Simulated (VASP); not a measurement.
## SbPb: single point with LDA

SbPb:

```xyz
2
Lattice="0.0000 3.1839 3.0999 3.1839 0.0000 3.0999 3.1839 3.1839 0.0000" Properties=species:S:1:pos:R:3 pbc="T T T"
Sb    3.1839    3.1839    3.0999
Pb    0.0000    0.0000    0.0000
```

- Program: VASP 6.6.1
- Task: single point
- Functional: LDA
- Potentials or basis: VASP PAW LDA potentials, release 64 (Sb, Pb_d)
- Cutoff: 520 eV
- k mesh: 14 × 14 × 14
- Occupations: gaussian, width 0.15 eV
- Spin: no spin polarisation
- Dipole correction: no
- Further INCAR settings: ALGO = Fast; EDIFF = 1e-06; NBANDS = 16

- Pressure: -2.4 GPa
- Band gap on the k mesh: zero (an odd number of electrons rules out a gap without spin polarisation)

Stress tensor (GPa, compression positive):
```
-3.18  0.00  0.00
 0.00 -3.18  0.00
 0.00  0.00 -0.89
```

Levels at points of the mesh, in eV from the Fermi level:
| k point | band 8 | band 9 | band 10 | band 11 | band 12 | band 13 |
| --- | --- | --- | --- | --- | --- | --- |
| (0.00, 0.00, 0.00) | -0.88 | -0.54 | -0.54 | 4.28 | 4.28 | 5.01 |
| (0.50, 0.00, 0.00) | 0.04 | 0.13 | 0.89 | 1.09 | 1.13 | 1.38 |
| (0.50, 0.50, 0.00) | -4.64 | -2.60 | -2.60 | 3.05 | 6.46 | 6.46 |
| (0.50, 0.00, 0.50) | -4.60 | -2.68 | -2.36 | 3.15 | 6.17 | 6.95 |

Wall time 4.1 min on 1 thread of Oxide Virtual Turin-like Processor (shared host), peak memory 0.35 GiB.

Caveat: spin-orbit coupling is left out, which moves the levels of the heavy elements.
